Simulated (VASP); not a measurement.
# CO2 (R-3c) in VASP: a series of runs

CO2 is run at these levels: PBE, PBE+D3(BJ); tasks: single point.

Program: VASP 6.6.1. These are calculated values, not measurements. Logs are shortened: lines on timing, memory, paths and dates and some standing lists are left out, and cuts for length are marked.

## Step 1: The cell of the first run

Symmetry: R-3c, No. 167, trigonal system. Conventional cell: a = 9.672 Å, b = 9.672 Å, c = 11.959 Å, α = 90.00°, β = 90.00°, γ = 120.00°. Within 1.6 Å of C (site symmetry -3) lie 2 O at 1.16 Å. C (site symmetry 2) has 2 O at 1.16 Å within 1.6 Å. Within 1.6 Å of O (site symmetry 3) lie 1 C at 1.16 Å. Within 1.6 Å of O (site symmetry 1) lie 1 C at 1.16 Å.

## Step 2: Single point, PBE

INCAR reads:

```
  PREC = Accurate
  ENCUT = 520
  EDIFF = 1E-6
  ISMEAR = -1
  SIGMA = 0.02
  LREAL = Auto
  LASPH = T
  NELM = 80
  ALGO = Normal
  ISIF = 2
  LWAVE = F
  LCHARG = F
  GGA = PE
  NBANDS = 82
```

KPOINTS reads:

```
regular mesh
0
Gamma
  4 4 4
```

POSCAR reads:

```
CO2
1.0
    4.8362439605      2.7922067525      3.9863339104
   -4.8362439605      2.7922067525      3.9863339104
    0.0000000000     -5.5844135049      3.9863339105
C O
8 16
Direct
    0.0000000000      0.0000000000      0.0000000000
    0.5000000000      0.5000000000      0.5000000000
    0.4970269318      0.7500000000      0.0029730682
    0.7500000000      0.0029730682      0.4970269318
    0.0029730682      0.4970269318      0.7500000000
    0.9970269318      0.5029730682      0.2500000000
    0.5029730682      0.2500000000      0.9970269318
    0.2500000000      0.9970269318      0.5029730682
    0.9029638404      0.9029638404      0.9029638404
    0.4029638404      0.4029638404      0.4029638404
    0.0970361596      0.0970361596      0.0970361596
    0.5970361596      0.5970361596      0.5970361596
    0.5990113656      0.6608673776      0.1048146942
    0.6608673776      0.1048146942      0.5990113656
    0.1048146942      0.5990113656      0.6608673776
    0.0990113656      0.6048146942      0.1608673776
    0.6048146942      0.1608673776      0.0990113656
    0.1608673776      0.0990113656      0.6048146942
    0.4009886344      0.3391326224      0.8951853058
    0.3391326224      0.8951853058      0.4009886344
    0.8951853058      0.4009886344      0.3391326224
    0.9009886344      0.3951853058      0.8391326224
    0.3951853058      0.8391326224      0.9009886344
    0.8391326224      0.9009886344      0.3951853058
```

Potentials or basis: VASP PAW PBE potentials, release 64 (C, O).

Command:

```console
$ cat potpaw_PBE.64/C/POTCAR potpaw_PBE.64/O/POTCAR > POTCAR
$ mpirun -np 1 vasp_std > vasp.out
```

OUTCAR:

```text
PREC = Accurate
   ENCUT = 520
   EDIFF = 1E-6
   ISMEAR = -1
   LREAL = Auto
   LASPH = T
   NELM = 80
   ISIF = 2
   GGA = PE

 ion  position               nearest neighbor table
   1  0.000  0.000  0.000-   9 1.16  11 1.16
   2  0.500  0.500  0.500-  10 1.16  12 1.16
   3  0.497  0.750  0.003-  13 1.16  23 1.16
   4  0.750  0.003  0.497-  24 1.16  14 1.16
   5  0.003  0.497  0.750-  15 1.16  22 1.16
   6  0.997  0.503  0.250-  16 1.16  21 1.16
   7  0.503  0.250  0.997-  19 1.16  17 1.16
   8  0.250  0.997  0.503-  18 1.16  20 1.16
   9  0.903  0.903  0.903-   1 1.16
  10  0.403  0.403  0.403-   2 1.16
  11  0.097  0.097  0.097-   1 1.16
  12  0.597  0.597  0.597-   2 1.16
  13  0.599  0.661  0.105-   3 1.16
  14  0.661  0.105  0.599-   4 1.16
[... 8 lines left out ...]
  23  0.395  0.839  0.901-   3 1.16
  24  0.839  0.901  0.395-   4 1.16

  LATTYP: Found a trigonal (rhomboedric) cell.
 ALAT       =     6.8612340172
 COS(alpha) =     0.0063305629

  Lattice vectors:

 A1 = (   4.8362439605,   2.7922067525,   3.9863339104)
 A2 = (  -4.8362439605,   2.7922067525,   3.9863339104)
 A3 = (   0.0000000000,  -5.5844135049,   3.9863339105)

Analysis of symmetry for initial positions (statically):
=====================================================================
 Subroutine PRICEL returns:
 Original cell was already a primitive cell.

 Routine SETGRP: Setting up the symmetry group for a
 trigonal (rhombohedral) supercell.

 Subroutine GETGRP returns: Found 12 space group operations
 (whereof  6 operations were pure point group operations)
 out of a pool of 12 trial point group operations.

The static configuration has the point symmetry S_6 .
 The point group associated with its full space group is D_3d.

Analysis of symmetry for dynamics (positions and initial velocities):
=====================================================================
 Subroutine PRICEL returns:
 Original cell was already a primitive cell.

 Routine SETGRP: Setting up the symmetry group for a
 trigonal (rhombohedral) supercell.

 Subroutine GETGRP returns: Found 12 space group operations
 (whereof  6 operations were pure point group operations)
 out of a pool of 12 trial point group operations.

The dynamic configuration has the point symmetry S_6 .
 The point group associated with its full space group is D_3d.

 Subroutine INISYM returns: Found 12 space group operations
 (whereof  6 operations are pure point group operations),
 and found     1 'primitive' translations

----------------------------------------------------------------------------------------

                                     Primitive cell

  volume of cell :     322.9838

  direct lattice vectors                    reciprocal lattice vectors
     4.836243961  2.792206752  3.986333910     0.103386017  0.059689945  0.083619020
    -4.836243961  2.792206752  3.986333910    -0.103386017  0.059689945  0.083619020
     0.000000000 -5.584413505  3.986333910     0.000000000 -0.119379889  0.083619020

  length of vectors
     6.861234017  6.861234017  6.861234017     0.145752182  0.145752182  0.145752182

  position of ions in fractional coordinates (direct lattice)
     0.000000000  0.000000000  0.000000000
     0.500000000  0.500000000  0.500000000
     0.497026932  0.750000000  0.002973068
     0.750000000  0.002973068  0.497026932
     0.002973068  0.497026932  0.750000000
     0.997026932  0.502973068  0.250000000
[... 16 lines left out ...]
     0.395185306  0.839132622  0.900988634
     0.839132622  0.900988634  0.395185306

  ion indices of the primitive-cell ions
   primitive index   ion index
                 1           1
                 2           2
                 3           3
                 4           4
                 5           5
                 6           6
[... 16 lines left out ...]
                23          23
                24          24

----------------------------------------------------------------------------------------

 KPOINTS: regular mesh

Automatic generation of k-mesh.
 Grid dimensions read from file:
 generate k-points for:    4    4    4

 Generating k-lattice:

  Cartesian coordinates                     Fractional coordinates (reciprocal lattice)
     0.025846504  0.014922486  0.020904755     0.250000000 -0.000000000  0.000000000
    -0.025846504  0.014922486  0.020904755    -0.000000000  0.250000000  0.000000000
     0.000000000 -0.029844972  0.020904755     0.000000000  0.000000000  0.250000000

  Length of vectors
     0.036438045  0.036438045  0.036438045

  Shift w.r.t. Gamma in fractional coordinates (k-lattice)
     0.000000000  0.000000000  0.000000000

 Subroutine IBZKPT returns following result:
 ===========================================

 Found     13 irreducible k-points:

 Following reciprocal coordinates:
            Coordinates               Weight
  0.000000  0.000000  0.000000      1.000000
  0.250000  0.000000  0.000000      6.000000
  0.500000  0.000000  0.000000      3.000000
  0.250000  0.250000  0.000000      6.000000
  0.500000  0.250000 -0.000000     12.000000
 -0.250000  0.250000  0.000000      6.000000
  0.500000  0.500000  0.000000      3.000000
  0.250000  0.250000  0.250000      2.000000
  0.500000  0.250000  0.250000      6.000000
 -0.250000  0.250000  0.250000      6.000000
  0.500000  0.500000  0.250000      6.000000
 -0.250000  0.500000  0.250000      6.000000
  0.500000  0.500000  0.500000      1.000000
   k-points           NKPTS =     13   k-points in BZ     NKDIM =     13   number of bands    NBANDS=     82
   number of dos      NEDOS =    301   number of ions     NIONS =     24
   total plane-waves  NPLWV = 157464
   dimension x,y,z NGX =    54 NGY =   54 NGZ =   54
   dimension x,y,z NGXF=   108 NGYF=  108 NGZF=  108
   ions per type =               8  16
   NGX,Y,Z   is equivalent  to a cutoff of  13.08, 13.08, 13.08 a.u.
   NGXF,Y,Z  is equivalent  to a cutoff of  26.17, 26.17, 26.17 a.u.
 SYSTEM =  unknown system
   PREC   = accura    normal or accurate (medium, high low for compatibility)
   ISTART =      0    job   : 0-new  1-cont  2-samecut
   ICHARG =      2    charge: 1-file 2-atom 10-const
   ISPIN  =      1    spin polarized calculation?
   LNONCOLLINEAR =      F non collinear calculations
   LSORBIT =      F    spin-orbit coupling
   LASPH  =      T    aspherical Exc in radial PAW
   ENCUT  =  520.0 eV  38.22 Ry    6.18 a.u.  12.76 12.76 12.76*2*pi/ulx,y,z
   NELM   =     80;   NELMIN=  2; NELMDL= -5     # of ELM steps
   EDIFF  = 0.1E-05   stopping-criterion for ELM
   LREAL  =      T    real-space projection
   EDIFFG = 0.1E-04   stopping-criterion for IOM
   NSW    =      0    number of steps for IOM
   IBRION =     -1    ionic relax: 0-MD 1-quasi-New 2-CG
   NFREE  =      0    steps in history (QN), initial steepest desc. (CG)
   ISIF   =      2    stress and relaxation
   ISYM   =      2    0-nonsym 1-usesym 2-fastsym
   POTIM  = 0.5000    time-step for ionic-motion
   TEBEG  =    0.0;   TEEND  =   0.0 temperature during run
   PSTRESS=    0.0 pullay stress
   NELECT =     128.0000    total number of electrons
   NUPDOWN=      -1.0000    fix difference up-down
   EMIN   =  10.00;   EMAX   =-10.00  energy-range for DOS
   EFERMI =   0.00;   METHOD = LEGACY
   ISMEAR =    -1;   SIGMA  =   0.02  broadening in eV -4-tet -1-fermi 0-gaus
   EFERMI_NEDOS =   21; number of points for ismear=-14 and -15
   IALGO  =     38    algorithm
   IMIX   =      4    mixing-type and parameters
     AMIX     =   0.40;   BMIX     =  1.00
     AMIX_MAG =   1.60;   BMIX_MAG =  1.00
  volume/ion in A,a.u.               =      13.46        90.82
  Fermi-wavevector in a.u.,A,eV,Ry     =   1.202499  2.272393 19.674064  1.446003
  Thomas-Fermi vector in A             =   2.338278
   LORBIT       =      0    0 simple, 1 ext, 2 COOP (PROOUT), +10 PAW based schemes
   GGA     = PE    functional components
   LHFCALC =     F    Hartree Fock is set to
   AEXX    =    0.0000 exact exchange contribution
   IVDW    =     0    specifies the selected vdW correction
   LEPSILON=     F    determine dielectric tensor
   LRPA    =     F    only Hartree local field effects (RPA)
 non-spin polarized calculation
  energy-cutoff  :      520.00
  volume of cell :      322.98
 maximum number of plane-waves:      8708
 NGX is ok and might be reduce to    54
   NGX = 25   NGY = 25   NGZ = 25

 number of electron     127.9999945 magnetization

 Free energy of the ion-electron system (eV)
  ---------------------------------------------------
  ext. energy  EPLUGINS =         0.00000000
  ---------------------------------------------------
  free energy    TOTEN  =      -183.57301929 eV

  energy without entropy =     -183.57301929  energy(sigma->0) =     -183.57301929

 E-fermi :  -2.4564     XC(G=0):  -8.2923

 val. band max:       -2.9685769986   @ k =   0.5000   0.5000   0.0000
 cond. band min:       3.7638165464   @ k =   0.0000   0.0000   0.0000
 fundamental gap:      6.7323935450
 Fermi energy:        -2.4563930126

 k-point     1 :       0.0000    0.0000    0.0000
  band No.  band energies     occupation
      1     -23.8969      2.00000
      2     -23.7387      2.00000
      3     -23.7387      2.00000
      4     -23.6422      2.00000
      5     -23.6422      2.00000
      6     -23.6310      2.00000
[... 68 lines left out ...]
     75       5.3443      0.00000
     76       5.6277      0.00000

 k-point     2 :       0.2500    0.0000    0.0000
  band No.  band energies     occupation
      1     -23.8737      2.00000
      2     -23.7572      2.00000
      3     -23.7262      2.00000
      4     -23.6694      2.00000
      5     -23.6389      2.00000
      6     -23.6245      2.00000
[... 68 lines left out ...]
     75       5.5058      0.00000
     76       5.5443      0.00000

 k-point     3 :       0.5000    0.0000    0.0000
  band No.  band energies     occupation
      1     -23.8152      2.00000
      2     -23.8152      2.00000
      3     -23.6982      2.00000
      4     -23.6982      2.00000
      5     -23.6310      2.00000
      6     -23.6310      2.00000
[... 779 lines left out ...]
     75       5.4624      0.00000
     76       5.4624      0.00000

 k-point    13 :       0.5000    0.5000    0.5000
  band No.  band energies     occupation
      1     -23.7092      2.00000
      2     -23.7092      2.00000
      3     -23.7092      2.00000
      4     -23.7092      2.00000
      5     -23.7025      2.00000
      6     -23.7025      2.00000
[... 68 lines left out ...]
     75       5.3889      0.00000
     76       5.3889      0.00000
 [bands above 76 left out]

------------------------ aborting loop because EDIFF is reached ----------------------------------------

  FORCE on cell =-STRESS in cart. coord.  units (eV):
  Direction    XX          YY          ZZ          XY          YZ          ZX
  --------------------------------------------------------------------------------------
  -------------------------------------------------------------------------------------
  Total       12.9704905     12.9704905     14.2668933      0.0000000     -0.0000000     -0.0000000
  in kB       64.3407746     64.3407746     70.7716461      0.0000000     -0.0000000     -0.0000000
  external PRESSURE =      66.4843984 kB  Pullay stress =       0.0000000 kB

 VOLUME and BASIS-vectors are now :
 -----------------------------------------------------------------------------
  energy-cutoff  :      520.00
  volume of cell :      322.98
      direct lattice vectors                 reciprocal lattice vectors
     4.836243961  2.792206752  3.986333910     0.103386017  0.059689945  0.083619020
    -4.836243961  2.792206752  3.986333910    -0.103386017  0.059689945  0.083619020
     0.000000000 -5.584413505  3.986333910     0.000000000 -0.119379889  0.083619020

 POSITION                                       TOTAL-FORCE (eV/Angst)
 -----------------------------------------------------------------------------------
      0.00000      0.00000      0.00000         0.000000      0.000000     -0.000000
      0.00000      0.00000      5.97950         0.000000      0.000000      0.000000
     -1.22344      3.46535      4.98292         0.002156      0.003734     -0.000000
      3.61280     -0.67315      4.98292         0.002156     -0.003734      0.000000
     -2.38937     -2.79221      4.98292        -0.004311      0.000000      0.000000
      2.38937      2.79221      6.97608         0.004311      0.000000      0.000000
[... 16 lines left out ...]
     -2.14704     -1.58502      8.51204        -1.130071      0.666277     -0.568573
     -0.29915      2.65190      8.51204         1.142048      0.645532     -0.568573
 -----------------------------------------------------------------------------------
    total drift:                               -0.000000     -0.000000      0.000000

  FREE ENERGIE OF THE ION-ELECTRON SYSTEM (eV)
  ---------------------------------------------------
  free  energy   TOTEN  =      -183.5730192919 eV

  energy  without entropy=     -183.5730192919  energy(sigma->0) =     -183.57301929
```

Wall time 5.2 min (1 thread of Intel Xeon Platinum 8488C (Sapphire Rapids), shared host); peak memory 0.5 GiB.

What came out:

- Free energy: -183.5730 eV
- Pressure: 6.6 GPa
- Largest force: 1.442 eV/Å
- Band gap on the k mesh: 6.73 eV (least direct gap 6.83 eV)

Forces in eV/Å, atoms in the order of the input:
```
C    0.000  0.000  0.000
C    0.000  0.000  0.000
C    0.002  0.004  0.000
C    0.002 -0.004  0.000
C   -0.004  0.000  0.000
C    0.004  0.000  0.000
C   -0.002 -0.004  0.000
C   -0.002  0.004  0.000
O    0.000  0.000 -1.442
O    0.000  0.000 -1.442
O    0.000  0.000  1.442
O    0.000  0.000  1.442
O    1.142 -0.646  0.569
O   -1.130 -0.666  0.569
O   -0.012  1.312  0.569
O    0.012  1.312  0.569
O    1.130 -0.666  0.569
O   -1.142 -0.646  0.569
O   -1.142  0.646 -0.569
O    1.130  0.666 -0.569
O    0.012 -1.312 -0.569
O   -0.012 -1.312 -0.569
O   -1.130  0.666 -0.569
O    1.142  0.646 -0.569
```

Caveat: the cell stands under pressure; this functional lacks dispersion, which holds the molecules together, so the pressure and a relaxed volume are unreliable; forces of over 1 eV/Å act on the atoms, so gaps and moduli don't describe the material at rest. A k mesh can miss the band edges.

(Continued in part 2 of 2.)
